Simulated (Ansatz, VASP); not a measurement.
## One calculation of Si2W, two programs

```
Si W
1.0
     3.20250   -3.20250    0.00000
    -3.20250   -3.20250    0.00000
     0.00000    0.00000   -7.81573
Si W
8 4
Direct
  0.00000 0.50000 0.16550
  0.50000 0.50000 0.66550
  0.50000 0.00000 0.16550
  0.00000 0.00000 0.66550
  0.00000 0.00000 0.33450
  0.50000 0.00000 0.83450
  0.50000 0.50000 0.33450
  0.00000 0.50000 0.83450
  0.00000 0.00000 0.00000
  0.50000 0.00000 0.50000
  0.50000 0.50000 0.00000
  0.00000 0.50000 0.50000
```

Alike in both runs: functional PBEsol; k mesh 8 × 8 × 4; occupations gaussian, width 0.1 eV; no spin polarisation.

Ansatz relaxed the structure, and its values are those at the end. VASP's run is a single point on that final structure, the one shown.

|  | VASP | Ansatz |
| --- | --- | --- |
| version | VASP 6.6.1 | Ansatz 0.2.0 |
| potentials or method | VASP PAW PBE potentials, release 64 (Si, W_sv), cutoff 520 eV | scalar-relativistic, plane waves, PAW |
| valence electrons in the cell | 88 | 88 |

```tsv
	VASP	Ansatz	Ansatz less VASP
gap on the k mesh at the Fermi level (eV)	none	none	-
pressure (GPa)	0.3	0.0	-0.35
rms of the force components (eV/Å)	0.007	0.005	-0.0023
```

VASP's potentials were made for PBE, not for PBEsol. A gap of «none» marks a metal or a gap that the smearing closes.

Spin-orbit coupling is off throughout.
